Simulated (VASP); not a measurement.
Set up this calculation in VASP 6.6.1, as the native input.

```yaml
Task: single point
Functional: PBE
Potentials_or_basis: VASP PAW PBE potentials, release 64 (Hf_pv)
Cutoff: 520 eV
k_mesh: 12 × 12 × 1
Occupations: fermi-dirac, width 0.1 eV
Spin: no spin polarisation
Dipole_correction: yes
Further_INCAR_settings: ALGO = Normal; EDIFF = 1e-07; NBANDS = 28
```

The structure of Hf lies in POSCAR:

```
Hf
1.0
    3.2032284304      0.0000000000      0.0000000000
   -1.6016142152      2.7740771949      0.0000000000
    0.0000000000      0.0000000000     23.6094000000
Hf
4
Direct
    0.8333333333      0.1666666667      0.3433035026
    0.1666666667      0.8333333333      0.4435418714
    0.8333333333      0.1666666667      0.5564581331
    0.1666666667      0.8333333333      0.6566964929
```

These files were run (other wordings do the same):

INCAR

```
PREC = Accurate ; ENCUT = 520
EDIFF = 1E-7 ; ISMEAR = -1
SIGMA = 0.1 ; LREAL = F
LASPH = T ; NELM = 80
ALGO = Normal ; ISIF = 2
LWAVE = F ; LCHARG = F
LDIPOL = T ; IDIPOL = 3
DIPOL = 0.5 0.5 0.500 ; GGA = PE
NBANDS = 28
```

KPOINTS

```
Automatic mesh
0
Gamma
  12 12 1
```

Potentials or basis: VASP PAW PBE potentials, release 64 (Hf_pv).

The run is started by

```sh
$ cat potpaw_PBE.64/Hf_pv/POTCAR > POTCAR
$ mpirun -np 1 vasp_std > vasp.out
```

Results of the run:

| Item | Value |
| --- | --- |
| Largest force | 0.047 eV/Å |
| Band gap on the k mesh | zero (band 20 reaches 0.74 eV, above the bottom of band 21 at -0.78 eV) |

Caveat: spin-orbit coupling is left out, which moves the levels of the heavy elements.

Run time: 2.7 min on 1 thread of AMD EPYC 9R45 96-Core Processor (Zen 5), on a shared host, peak memory 0.31 GiB.
